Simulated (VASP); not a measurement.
Hf2C, 6 atoms in the cell. It takes space group Pnnm (No. 58, orthorhombic). Conventional cell: a = 5.413 Å, b = 5.435 Å, c = 3.359 Å, α = 90.00°, β = 90.00°, γ = 90.00°. Within 3.4 Å of Hf (site symmetry m) lie 3 C at 2.28 to 2.29 Å and 11 Hf at 3.11 to 3.36 Å. Within 3.0 Å of C (site symmetry 2/m) lie 6 Hf at 2.28 to 2.29 Å. 

| Quantity | Value |
| --- | --- |
| Program | VASP 6.6.1 |
| Task | single point |
| Functional | PBE |
| Potentials or basis | VASP PAW PBE potentials, release 64 (Hf_pv, C) |
| Cutoff | 520 eV |
| k mesh | 4 × 4 × 6 |
| Occupations | gaussian, width 0.1 eV |
| Spin | no spin polarisation |
| Dipole correction | no |
| Further INCAR settings | ALGO = Normal; EDIFF = 1e-07; NBANDS = 33 |

Potentials or basis: VASP PAW PBE potentials, release 64 (Hf_pv, C).

Command:

```bash
$ cat potpaw_PBE.64/Hf_pv/POTCAR potpaw_PBE.64/C/POTCAR > POTCAR
$ mpirun -np 1 vasp_std > vasp.out
```

Hardware: 1 thread of AMD EPYC 9R45 96-Core Processor (Zen 5), with other jobs on the host.

Task: How long does it take, and how much memory?

Result: Wall time 78 s on 1 thread of AMD EPYC 9R45 96-Core Processor (Zen 5), on a shared host, peak memory 0.22 GiB. Counts: scf iterations 16, k points 36.
